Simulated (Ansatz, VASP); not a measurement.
# TiOs2 in VASP and in Ansatz

Contents of INCAR:

```
PREC     = Accurate       # precision mode
ENCUT    = 600            # plane-wave cutoff, eV
EDIFF    = 1E-6           # SCF threshold, eV
ISMEAR   = 0              # smearing method
SIGMA    = 0.1            # smearing width, eV
LREAL    = F              # projectors in reciprocal space
LASPH    = T              # aspherical terms in the spheres
NELM     = 80             # most SCF steps
ALGO     = Normal         # electronic algorithm
ISIF     = 3              # what is computed and relaxed
LWAVE    = F              # write WAVECAR
LCHARG   = F              # write CHGCAR
GGA      = PE             # functional
IBRION   = 2              # ionic algorithm
NSW      = 90             # ionic steps
EDIFFG   = -0.04          # ionic threshold
```

Contents of KPOINTS:

```
Automatic mesh
0
Gamma
  6 6 6
```

The input POSCAR:

```
TiOs2
1.0
    0.0000000000      2.7209158815      2.7209158815
    2.7209158815      0.0000000000      2.7209158815
    2.7209158815      2.7209158815      0.0000000000
Ti Os
1 2
Direct
    0.0000000000      0.0000000000      0.0000000000
    0.2500000000      0.2500000000      0.2500000000
    0.7500000000      0.7500000000      0.7500000000
```

Input for Ansatz:

```yaml
crystal:
  lattice:
    - [0.0, 2.7209158815, 2.7209158815]
    - [2.7209158815, 0.0, 2.7209158815]
    - [2.7209158815, 2.7209158815, 0.0]
  atoms:
    - { symbol: Ti, position: [0.0, 0.0, 0.0] }
    - { symbol: Os, position: [0.25, 0.25, 0.25] }
    - { symbol: Os, position: [0.75, 0.75, 0.75] }
basis:
  ecutwfc: 420
kpoints:
  mp_grid: { grid: [6, 6, 6] }
hamiltonian:
  xc: pbe
scf:
  occupations: { method: gaussian, width: 0.1 }
  lower_state_search: "off"
output:
  forces: true
  stress: true
  eigenvalues: true
relax:
  adjacent_minimum: "off"
  f_tol: 0.04
  max_steps: 70
  cell: { stress_tol: 0.4 }
```

Alike in both runs: task relaxation of cell and atoms; functional PBE; k mesh 6 × 6 × 6; occupations gaussian, width 0.1 eV; no spin polarisation.

|  | VASP | Ansatz |
| --- | --- | --- |
| version | VASP 6.6.1 | Ansatz 0.2.0 |
| potentials or method | VASP PAW PBE potentials, release 64 (Ti_sv, Os), cutoff 600 eV | scalar-relativistic, plane waves, PAW |
| valence electrons in the cell | 28 | 44 |

VASP gave:

```
gap on the k mesh at the Fermi level, each at its own relaxed structure (eV) : none
relaxed volume (Å³/atom)                                                     : 16.95
relaxed cell length with the largest relative difference (Å)                 : 4.159
```

Problem. Estimate Ansatz's values.

Solution. gap on the k mesh at the Fermi level, each at its own relaxed structure (eV): none; relaxed volume (Å³/atom): 16.97; relaxed cell length with the largest relative difference (Å): 4.160.

A gap of «none» marks a metal or a gap that the smearing closes. VASP's potentials hold 28 valence electrons a cell and Ansatz's 44, so a difference there can come from the potentials and not from the codes.

Neither program's run includes spin-orbit coupling. Noted on VASP's run: the volume moved by over 15 % at a fixed basis, so the end points are rough.
